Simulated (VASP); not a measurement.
Set up this calculation in VASP 6.6.1, as the native input.

- Task: single point
- Functional: r2SCAN
- Dispersion: D4
- Potentials or basis: VASP PAW PBE potentials, release 64 (Ga_d, As)
- Cutoff: 520 eV
- k mesh: 8 × 8 × 8
- Occupations: gaussian, width 0.05 eV
- Spin: no spin polarisation
- Dipole correction: no
- Further INCAR settings: ALGO = Normal; EDIFF = 1e-06; NBANDS = 16

GaAs:

```
CELL_PARAMETERS angstrom
0.00000 2.82308 2.82308
2.82308 0.00000 2.82308
2.82308 2.82308 0.00000
ATOMIC_POSITIONS crystal
Ga 0.00000 0.00000 0.00000
As 0.75000 0.75000 0.75000
```

These files were run (other wordings do the same):

POSCAR

```
GaAs
1.0
    0.0000000000      2.8230763671      2.8230763671
    2.8230763671      0.0000000000      2.8230763671
    2.8230763671      2.8230763671      0.0000000000
Ga As
1 1
Direct
    0.0000000000      0.0000000000      0.0000000000
    0.7500000000      0.7500000000      0.7500000000
```

INCAR.step1

```
SYSTEM = GaAs
PREC = Accurate ; ENCUT = 520
ISMEAR = 0 ; SIGMA = 0.05
LREAL = .FALSE. ; LASPH = .TRUE.
NELM = 100 ; NBANDS = 16
GGA = PE ; ALGO = Normal
EDIFF = 1E-4 ; LWAVE = .TRUE.
LCHARG = .FALSE.
```

INCAR.step2

```
SYSTEM = GaAs
PREC = Accurate ; ENCUT = 520
EDIFF = 1E-6 ; ISMEAR = 0
SIGMA = 0.05 ; LREAL = .FALSE.
LASPH = .TRUE. ; NELM = 100
ALGO = Normal ; ISIF = 2
LWAVE = .FALSE. ; LCHARG = .FALSE.
METAGGA = R2SCAN ; LMIXTAU = .TRUE.
IVDW = 13 ; VDW_S6 = 1.0
VDW_S8 = 0.6018749 ; VDW_A1 = 0.51559235
VDW_A2 = 5.77342911 ; NBANDS = 16
ISTART = 1
```

KPOINTS

```
regular mesh
0
G
  8 8 8
  0 0 0
```

Potentials or basis: VASP PAW PBE potentials, release 64 (Ga_d, As).

Run with:

```sh
$ cat potpaw_PBE.64/Ga_d/POTCAR potpaw_PBE.64/As/POTCAR > POTCAR
$ cp INCAR.step1 INCAR
$ mpirun -np 1 vasp_std > vasp.out
$ cp INCAR.step2 INCAR
$ mpirun -np 1 vasp_std > vasp.out
```

It gave:

```
Pressure                   : 0.0 GPa
Band gap on the k mesh     : 1.03 eV, direct
Dispersion energy per atom : -0.144 eV
```

Caveat: the PAW data sets were made with another functional, which shifts forces and pressure a little.

Wall time 2.5 min on 1 thread of AMD EPYC 7571, on a shared host, peak memory 0.15 GiB.
